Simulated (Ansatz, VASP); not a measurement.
## Ag in VASP and in Ansatz

INCAR

```
PREC = Accurate ; ENCUT = 520
EDIFF = 1E-7 ; ISMEAR = 0
SIGMA = 0.15 ; LREAL = False
LASPH = True ; NELM = 60
ALGO = Normal ; ISIF = 2
LWAVE = False ; LCHARG = False
GGA = PE ; NBANDS = 12
```

The input KPOINTS:

```
Automatic mesh
0
Gamma
  10 10 10
```

File POSCAR:

```
Ag
1.0
    0.0000000000      2.1043930000      1.9818070000
    2.1043930000      0.0000000000      1.9818070000
    2.1043930000      2.1043930000      0.0000000000
Ag
1
Direct
    0.0000000000      0.0000000000      0.0000000000
```

Input for Ansatz:

```yaml
crystal:
  lattice:
    - [0.0, 2.104393, 1.981807]
    - [2.104393, 0.0, 1.981807]
    - [2.104393, 2.104393, 0.0]
  atoms:
    - { symbol: Ag, position: [0.0, 0.0, 0.0] }
basis:
  ecutwfc: 420
kpoints:
  mp_grid: { grid: [10, 10, 10] }
hamiltonian:
  xc: pbe
scf:
  occupations: { method: gaussian, width: 0.15 }
output:
  forces: true
  stress: true
  eigenvalues: true
```

Change from the starting cell: strain +0.030 along x and y, -0.030 along z, atoms carried along.

Alike in both runs: task single point; functional PBE; k mesh 10 × 10 × 10; occupations gaussian, width 0.15 eV; no spin polarisation.

|  | VASP | Ansatz |
| --- | --- | --- |
| version | VASP 6.6.1 | Ansatz 0.2.0 |
| potentials or method | VASP PAW PBE potentials, release 64 (Ag), cutoff 520 eV | scalar-relativistic, plane waves, PAW |
| valence electrons in the cell | 11 | 19 |

Ansatz gave:

| Property | Result |
| --- | --- |
| gap on the k mesh at the Fermi level (eV) | none |
| pressure (GPa) | 2.0 |
| traceless stress, the component that is largest in VASP (GPa) | 0.59 |

Task: What did VASP give for the same quantities?

Result: gap on the k mesh at the Fermi level (eV): none; pressure (GPa): 1.8; traceless stress, the component that is largest in VASP (GPa): 0.59.

A gap of «none» marks a metal or a gap that the smearing closes. VASP's potentials hold 11 valence electrons a cell and Ansatz's 19, so a difference there can come from the potentials and not from the codes.
